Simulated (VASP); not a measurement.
A run of VASP 6.6.1:

File INCAR:

```
SYSTEM = TaN
PREC = Accurate
ENCUT = 600
EDIFF = 1E-6
ISMEAR = -1
SIGMA = 0.1
LREAL = .FALSE.
LASPH = .TRUE.
NELM = 120
ALGO = Normal
ISIF = 2
LWAVE = .FALSE.
LCHARG = .FALSE.
GGA = CA
NBANDS = 36
GGA_COMPAT = .FALSE.
```

File KPOINTS:

```
Automatic mesh
0
G
  5 5 8
  0 0 0
```

Contents of POSCAR:

```
TaN
1.0
    5.1010845548      0.0000000000      0.0000000000
   -2.5505422774      4.4176688113      0.0000000000
    0.0000000000      0.0000000000      2.8764646412
Ta N
3 3
Direct
    0.0000000000      0.0000000000      0.0000000000
    0.3333333333      0.6666666667      0.5000000000
    0.6666666667      0.3333333333      0.5000000000
    0.5000000000      0.0000000000      0.0000000000
    0.5000000000      0.5000000000      0.0000000000
    0.0000000000      0.5000000000      0.0000000000
```

Potentials or basis: VASP PAW LDA potentials, release 64 (Ta_sv_GW, N).

Run with:

```console
$ cat potpaw_LDA.64/Ta_sv_GW/POTCAR potpaw_LDA.64/N/POTCAR > POTCAR
$ mpirun -np 1 vasp_std > vasp.out
```

Hardware: 1 thread of AMD EPYC 7R43 64-Core Processor (Zen 3), with other jobs on the host.

How long does it take, and how much memory?

Run time: 3.3 min on 1 thread of AMD EPYC 7R43 64-Core Processor (Zen 3), on a shared host, peak memory 0.17 GiB. Counts: scf iterations 22, k points 25.
